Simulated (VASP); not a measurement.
# TiC (Fm-3m) in VASP: further runs

Aim: see how the results for TiC move with the level of theory and the settings. Levels: PBE+U, r2SCAN. Tasks: single point.

All numbers are computed with VASP 6.6.1; they aren't measurements. Logs are shortened: lines on timing, memory, paths and dates and some standing lists are left out, and cuts for length are marked.

### 1 The cell of the first run

The structure is cubic, space group Fm-3m (No. 225). The conventional cell has a = 4.350 Å, b = 4.350 Å, c = 4.350 Å, α = 90.00°, β = 90.00°, γ = 90.00°. Ti (site symmetry m-3m) has 6 C at 2.18 Å within 2.9 Å. C (site symmetry m-3m) has 6 Ti at 2.18 Å within 2.9 Å.

### 2 Single point, PBE+U

Contents of INCAR:

```
SYSTEM = TiC
PREC     = Accurate       ! precision mode
ENCUT    = 910            ! plane-wave cutoff, eV
EDIFF    = 1E-6           ! SCF threshold, eV
ISMEAR   = -1             ! smearing method
SIGMA    = 0.05           ! smearing width, eV
LREAL    = .FALSE.        ! projectors in reciprocal space
LASPH    = .TRUE.         ! aspherical terms in the spheres
NELM     = 200            ! most SCF steps
ALGO     = Normal         ! electronic algorithm
ISIF     = 2              ! what is computed and relaxed
LWAVE    = .FALSE.        ! write WAVECAR
LCHARG   = .TRUE.         ! write CHGCAR
LMAXMIX  = 4              ! l up to which the mixer works
LDAU     = .TRUE.         ! DFT+U
LDAUTYPE = 2            
LDAUL    = 2 -1           ! shell
LDAUU    = 2 0            ! U, eV
LDAUJ    = 0 0          
LDAUPRINT= 1            
GGA      = PE             ! functional
LELF     = .TRUE.         ! ELF
LVHAR    = .TRUE.       
NBANDS   = 15             ! bands
GGA_COMPAT= .FALSE.
```

Contents of KPOINTS:

```
regular mesh
0
G
  11 11 11
  0 0 0
```

Contents of POSCAR:

```
TiC
1.0
    0.0000000000      2.1751925113      2.1751925113
    2.1751925113      0.0000000000      2.1751925113
    2.1751925113      2.1751925113      0.0000000000
Ti C
1 1
Direct
    0.0000000000      0.0000000000      0.0000000000
    0.5000000000      0.5000000000      0.5000000000
```

Potentials or basis: VASP PAW PBE potentials, release 64 (Ti_sv, C_h).

Run with:

```
cat potpaw_PBE.64/Ti_sv/POTCAR potpaw_PBE.64/C_h/POTCAR > POTCAR
mpirun -np 1 vasp_std > vasp.out
```

OUTCAR:

```text
SYSTEM = TiC
   PREC = Accurate
   ENCUT = 910
   EDIFF = 1E-6
   ISMEAR = -1
   LREAL = .FALSE.
   LASPH = .TRUE.
   NELM = 200
   ISIF = 2
   GGA = PE

 ion  position               nearest neighbor table
   1  0.000  0.000  0.000-   2 2.18   2 2.18   2 2.18   2 2.18   2 2.18   2 2.18
   2  0.500  0.500  0.500-   1 2.18   1 2.18   1 2.18   1 2.18   1 2.18   1 2.18

  LATTYP: Found a face centered cubic cell.
 ALAT       =     4.3503850226

  Lattice vectors:

 A1 = (   0.0000000000,   2.1751925113,   2.1751925113)
 A2 = (   2.1751925113,   0.0000000000,   2.1751925113)
 A3 = (   2.1751925113,   2.1751925113,   0.0000000000)

Analysis of symmetry for initial positions (statically):
=====================================================================
 Subroutine PRICEL returns:
 Original cell was already a primitive cell.

 Routine SETGRP: Setting up the symmetry group for a
 face centered cubic supercell.

 Subroutine GETGRP returns: Found 48 space group operations
[... 9 lines left out ...]

 Routine SETGRP: Setting up the symmetry group for a
 face centered cubic supercell.

 Subroutine GETGRP returns: Found 48 space group operations
[... 11 lines left out ...]
                                     Primitive cell

  volume of cell :      20.5837

  direct lattice vectors                    reciprocal lattice vectors
     0.000000000  2.175192511  2.175192511    -0.229864712  0.229864712  0.229864712
     2.175192511  0.000000000  2.175192511     0.229864712 -0.229864712  0.229864712
     2.175192511  2.175192511  0.000000000     0.229864712  0.229864712 -0.229864712

  length of vectors
     3.076186750  3.076186750  3.076186750     0.398137360  0.398137360  0.398137360

  position of ions in fractional coordinates (direct lattice)
[... 8 lines left out ...]
----------------------------------------------------------------------------------------

 KPOINTS: regular mesh

Automatic generation of k-mesh.
 Grid dimensions read from file:
 generate k-points for:   11   11   11

 Generating k-lattice:

  Cartesian coordinates                     Fractional coordinates (reciprocal lattice)
    -0.020896792  0.020896792  0.020896792     0.090909091  0.000000000  0.000000000
     0.020896792 -0.020896792  0.020896792     0.000000000  0.090909091  0.000000000
     0.020896792  0.020896792 -0.020896792     0.000000000  0.000000000  0.090909091

  Length of vectors
     0.036194305  0.036194305  0.036194305

  Shift w.r.t. Gamma in fractional coordinates (k-lattice)
     0.000000000  0.000000000  0.000000000

 Subroutine IBZKPT returns following result:
 ===========================================

 Found     56 irreducible k-points:

 Following reciprocal coordinates:
            Coordinates               Weight
  0.000000  0.000000  0.000000      1.000000
  0.090909  0.000000  0.000000      8.000000
  0.181818  0.000000  0.000000      8.000000
  0.272727  0.000000  0.000000      8.000000
  0.363636  0.000000  0.000000      8.000000
  0.454545  0.000000  0.000000      8.000000
[... 16 lines left out ...]
 -0.272727  0.181818  0.000000     24.000000
 -0.181818  0.181818  0.000000     12.000000
 [... further k-points ...]
   k-points           NKPTS =     56   k-points in BZ     NKDIM =     56   number of bands    NBANDS=     15
   number of dos      NEDOS =    301   number of ions     NIONS =      2
   total plane-waves  NPLWV =  27000
   dimension x,y,z NGX =    30 NGY =   30 NGZ =   30
   dimension x,y,z NGXF=    60 NGYF=   60 NGZF=   60
   ions per type =               1   1
   NGX,Y,Z   is equivalent  to a cutoff of  16.21, 16.21, 16.21 a.u.
   NGXF,Y,Z  is equivalent  to a cutoff of  32.43, 32.43, 32.43 a.u.
 SYSTEM =  TiC
   PREC   = accura    normal or accurate (medium, high low for compatibility)
   ISTART =      0    job   : 0-new  1-cont  2-samecut
   ICHARG =      2    charge: 1-file 2-atom 10-const
   ISPIN  =      1    spin polarized calculation?
   LNONCOLLINEAR =      F non collinear calculations
   LSORBIT =      F    spin-orbit coupling
   LASPH  =      T    aspherical Exc in radial PAW
   ENCUT  =  910.0 eV  66.88 Ry    8.18 a.u.   7.57  7.57  7.57*2*pi/ulx,y,z
   NELM   =    200;   NELMIN=  2; NELMDL= -5     # of ELM steps
   EDIFF  = 0.1E-05   stopping-criterion for ELM
   LREAL  =      F    real-space projection
   EDIFFG = 0.1E-04   stopping-criterion for IOM
   NSW    =      0    number of steps for IOM
   IBRION =     -1    ionic relax: 0-MD 1-quasi-New 2-CG
   NFREE  =      0    steps in history (QN), initial steepest desc. (CG)
   ISIF   =      2    stress and relaxation
   ISYM   =      2    0-nonsym 1-usesym 2-fastsym
   POTIM  = 0.5000    time-step for ionic-motion
   TEBEG  =    0.0;   TEEND  =   0.0 temperature during run
   PSTRESS=    0.0 pullay stress
   NELECT =      16.0000    total number of electrons
   NUPDOWN=      -1.0000    fix difference up-down
   EMIN   =  10.00;   EMAX   =-10.00  energy-range for DOS
   EFERMI =   0.00;   METHOD = LEGACY
   ISMEAR =    -1;   SIGMA  =   0.05  broadening in eV -4-tet -1-fermi 0-gaus
   EFERMI_NEDOS =   21; number of points for ismear=-14 and -15
   IALGO  =     38    algorithm
   IMIX   =      4    mixing-type and parameters
     AMIX     =   0.40;   BMIX     =  1.00
     AMIX_MAG =   1.60;   BMIX_MAG =  1.00
  volume/ion in A,a.u.               =      10.29        69.45
  Fermi-wavevector in a.u.,A,eV,Ry     =   1.505245  2.844500 30.827561  2.265762
  Thomas-Fermi vector in A             =   2.616119
   LORBIT       =      0    0 simple, 1 ext, 2 COOP (PROOUT), +10 PAW based schemes
 LDA+U is selected, type is set to LDAUTYPE =  2
   angular momentum for each species LDAUL =     2   -1
   U (eV)           for each species LDAUU =   2.0  0.0
   J (eV)           for each species LDAUJ =   0.0  0.0
   GGA     = PE    functional components
   LHFCALC =     F    Hartree Fock is set to
   AEXX    =    0.0000 exact exchange contribution
   IVDW    =     0    specifies the selected vdW correction
   LEPSILON=     F    determine dielectric tensor
   LRPA    =     F    only Hartree local field effects (RPA)
 non-spin polarized calculation
  energy-cutoff  :      910.00
  volume of cell :       20.58
 maximum number of plane-waves:      1305
   NGX = 15   NGY = 15   NGZ = 15

atom =   1  type =  1  l = 2

 onsite density matrix

spin component  1

  0.1283  0.0000 -0.0000  0.0000 -0.0000
  0.0000  0.1283 -0.0000  0.0000  0.0000
 -0.0000 -0.0000  0.2803  0.0000  0.0000
  0.0000  0.0000  0.0000  0.1283  0.0000
 -0.0000  0.0000  0.0000  0.0000  0.2803

spin component  2

  0.1283  0.0000 -0.0000  0.0000 -0.0000
  0.0000  0.1283 -0.0000  0.0000  0.0000
 -0.0000 -0.0000  0.2803  0.0000  0.0000
  0.0000  0.0000  0.0000  0.1283  0.0000
 -0.0000  0.0000  0.0000  0.0000  0.2803

 occupancies and eigenvectors

  o =  0.1283  v =  1.0000  0.0000  0.0000  0.0000  0.0000  0.0000  0.0000  0.0000  0.0000  0.0000      0.0000  0.0000  0.0000  0.0000  0.0000  0.0000  0.0000  0.0000  0.0000  0.0000
  o =  0.1283  v =  0.0000  0.0000  0.0000  0.0000  0.0000  1.0000  0.0000  0.0000  0.0000  0.0000      0.0000  0.0000  0.0000  0.0000  0.0000  0.0000  0.0000  0.0000  0.0000  0.0000
  o =  0.1283  v =  0.0000  0.5859 -0.0000 -0.8104  0.0000  0.0000  0.0000  0.0000  0.0000  0.0000      0.0000  0.0000  0.0000  0.0000  0.0000  0.0000  0.0000  0.0000  0.0000  0.0000
  o =  0.1283  v =  0.0000  0.0000  0.0000  0.0000  0.0000  0.0000  0.5859 -0.0000 -0.8104  0.0000      0.0000  0.0000  0.0000  0.0000  0.0000  0.0000  0.0000  0.0000  0.0000  0.0000
  o =  0.1283  v =  0.0000 -0.8104 -0.0000 -0.5859 -0.0000  0.0000  0.0000  0.0000  0.0000  0.0000      0.0000  0.0000  0.0000  0.0000  0.0000  0.0000  0.0000  0.0000  0.0000  0.0000
  o =  0.1283  v =  0.0000  0.0000  0.0000  0.0000  0.0000  0.0000 -0.8104 -0.0000 -0.5859 -0.0000      0.0000  0.0000  0.0000  0.0000  0.0000  0.0000  0.0000  0.0000  0.0000  0.0000
  o =  0.2803  v =  0.0000  0.0000 -1.0000  0.0000  0.0089  0.0000  0.0000  0.0000  0.0000  0.0000      0.0000  0.0000  0.0000  0.0000  0.0000  0.0000  0.0000  0.0000  0.0000  0.0000
  o =  0.2803  v =  0.0000  0.0000  0.0000  0.0000  0.0000  0.0000  0.0000 -1.0000  0.0000  0.0089      0.0000  0.0000  0.0000  0.0000  0.0000  0.0000  0.0000  0.0000  0.0000  0.0000
  o =  0.2803  v =  0.0000  0.0000  0.0000  0.0000  0.0000  0.0000 -0.0000  0.0089  0.0000  1.0000      0.0000  0.0000  0.0000  0.0000  0.0000  0.0000  0.0000  0.0000  0.0000  0.0000
  o =  0.2803  v =  0.0000 -0.0000  0.0089  0.0000  1.0000  0.0000  0.0000  0.0000  0.0000  0.0000      0.0000  0.0000  0.0000  0.0000  0.0000  0.0000  0.0000  0.0000  0.0000  0.0000

 number of electron      15.9999999 magnetization

 Free energy of the ion-electron system (eV)
  ---------------------------------------------------
  ext. energy  EPLUGINS =         0.00000000
  ---------------------------------------------------
  free energy    TOTEN  =       -17.20941410 eV

  energy without entropy =      -17.20667756  energy(sigma->0) =      -17.20804583

 E-fermi :   9.9135     XC(G=0): -12.6708

 val. band max:        9.8987340945   @ k =   0.1818   0.1818   0.0000
 cond. band min:       9.9799424390   @ k =   0.0909   0.0000   0.0000
 fundamental gap:      0.0812083445
 Fermi energy:         9.9134948519

 k-point     1 :       0.0000    0.0000    0.0000
  band No.  band energies     occupation
      1     -47.3386      2.00000
      2     -23.3526      2.00000
      3     -23.3526      2.00000
      4     -23.3526      2.00000
      5      -2.6589      2.00000
      6      10.7042      0.00000
      7      10.7042      0.00000
      8      10.7042      0.00000
      9      11.4073      0.00000
     10      11.4073      0.00000
     11      11.4073      0.00000
     12      11.4619      0.00000
     13      11.4619      0.00000
     14      19.9674      0.00000
     15      23.5714      0.00000
[... 397 lines left out ...]
 k-point    24 :      -0.1818    0.1818    0.0000
  band No.  band energies     occupation
      1     -47.2940      2.00000
      2     -23.6042      2.00000
      3     -23.4522      2.00000
      4     -23.3715      2.00000
      5      -0.9548      2.00000
      6       6.5658      2.00000
      7       7.6512      2.00000
      8       7.9368      2.00000
      9      11.5511      0.00000
     10      12.5281      0.00000
     11      13.4051      0.00000
     12      14.1069      0.00000
     13      16.8967      0.00000
     14      21.2994      0.00000
     15      23.0981      0.00000

 [... further k-points ...]
[... 5 lines left out ...]
  --------------------------------------------------------------------------------------
  -------------------------------------------------------------------------------------
  Total        0.3204319      0.3204319      0.3204319      0.0000000     -0.0000000      0.0000000
  in kB       24.9415382     24.9415382     24.9415382      0.0000000     -0.0000000      0.0000000
  external PRESSURE =      24.9415382 kB  Pullay stress =       0.0000000 kB

 VOLUME and BASIS-vectors are now :
 -----------------------------------------------------------------------------
  energy-cutoff  :      910.00
  volume of cell :       20.58
      direct lattice vectors                 reciprocal lattice vectors
     0.000000000  2.175192511  2.175192511    -0.229864712  0.229864712  0.229864712
     2.175192511  0.000000000  2.175192511     0.229864712 -0.229864712  0.229864712
     2.175192511  2.175192511  0.000000000     0.229864712  0.229864712 -0.229864712

 POSITION                                       TOTAL-FORCE (eV/Angst)
 -----------------------------------------------------------------------------------
      0.00000      0.00000      0.00000         0.000000      0.000000     -0.000000
      2.17519      2.17519      2.17519        -0.000000     -0.000000      0.000000
 -----------------------------------------------------------------------------------
    total drift:                               -0.000000      0.000000      0.000000

  FREE ENERGIE OF THE ION-ELECTRON SYSTEM (eV)
  ---------------------------------------------------
  free  energy   TOTEN  =       -17.2094140964 eV

  energy  without entropy=      -17.2066775632  energy(sigma->0) =      -17.20804583
```

It took 35 s on 1 thread of Intel Xeon Platinum 8259CL at 2.50GHz (Skylake/Cascade Lake), shared host; peak memory 0.2 GiB.

What came out:

| Quantity | Value |
| --- | --- |
| Free energy | -17.2094 eV |
| Pressure | 2.5 GPa |
| Band gap on the k mesh | zero (band 8 reaches 10.70 eV, above the bottom of band 9 at 9.40 eV) |

Levels at points of the mesh, in eV from the Fermi level:
```
           k point  band 5  band 6  band 7  band 8  band 9  band 10  band 11  band 12
(0.00, 0.00, 0.00)  -12.57    0.79    0.79    0.79    1.49     1.49     1.49     1.55
```

Eigenvalues of the final occupation matrices:
```
    site  spin  trace               eigenvalues
site 1 d     1   0.95  0.13 0.13 0.13 0.28 0.28
site 1 d     2   0.95  0.13 0.13 0.13 0.28 0.28
```

Caveat: the cutoff is under 1.25 times the usual one of these potentials, so pressure, stress and relaxed cells hold a basis-set (Pulay) error; U without spin polarisation on a metal has little footing; the U is typed as a test and isn't derived for this compound.

### 3 Single point, r2SCAN

This run uses another cell than the first one, of 10.16 Å³/atom, 0.987 times its volume.

Contents of POSCAR:

```
TiC
1.0
    0.0000000000      2.1657188437      2.1657188437
    2.1657188437      0.0000000000      2.1657188437
    2.1657188437      2.1657188437      0.0000000000
Ti C
1 1
Direct
    0.0000000000      0.0000000000      0.0000000000
    0.5000000000      0.5000000000      0.5000000000
```

Contents of INCAR.step1:

```
ALGO = Normal
EDIFF = 1E-5
ENCUT = 910
GGA = PE
GGA_COMPAT = F
ISMEAR = 0
LASPH = T
LCHARG = F
LREAL = F
LWAVE = T
NBANDS = 15
NELM = 120
PREC = Accurate
SIGMA = 0.025
```

Contents of INCAR.step2:

```
ALGO = Normal
EDIFF = 1E-6
ENCUT = 910
GGA_COMPAT = F
ISIF = 2
ISMEAR = 0
ISTART = 1
LASPH = T
LCHARG = F
LMIXTAU = T
LREAL = F
LWAVE = F
METAGGA = R2SCAN
NBANDS = 15
NELM = 120
PREC = Accurate
SIGMA = 0.025
```

Contents of KPOINTS:

```
k-points
0
Gamma
  9 9 9
```

Potentials or basis: VASP PAW PBE potentials, release 64 (Ti_sv, C_h).

Run with:

```
cat potpaw_PBE.64/Ti_sv/POTCAR potpaw_PBE.64/C_h/POTCAR > POTCAR
cp INCAR.step1 INCAR
mpirun -np 1 vasp_std > vasp.out
cp INCAR.step2 INCAR
mpirun -np 1 vasp_std > vasp.out
```

It took 82 s on 1 thread of Intel Xeon Platinum 8375C at 2.90GHz (Ice Lake), shared host; peak memory 0.18 GiB.

It converged, with:

```yaml
Free_energy: -24.8784 eV
Pressure: 0.2 GPa
Band_gap_on_the_k_mesh: zero (band 8 reaches 10.69 eV, above the bottom of band 9 at 9.41 eV)
```

Levels at points of the mesh, in eV from the Fermi level:
```tsv
k point	band 5	band 6	band 7	band 8	band 9	band 10	band 11	band 12
(0.00, 0.00, 0.00)	-13.05	1.01	1.01	1.01	1.82	1.82	1.82	1.86
```

Caveat: the cutoff is under 1.25 times the usual one of these potentials, so pressure, stress and relaxed cells hold a basis-set (Pulay) error; the PAW data sets were made with another functional, which shifts forces and pressure a little.
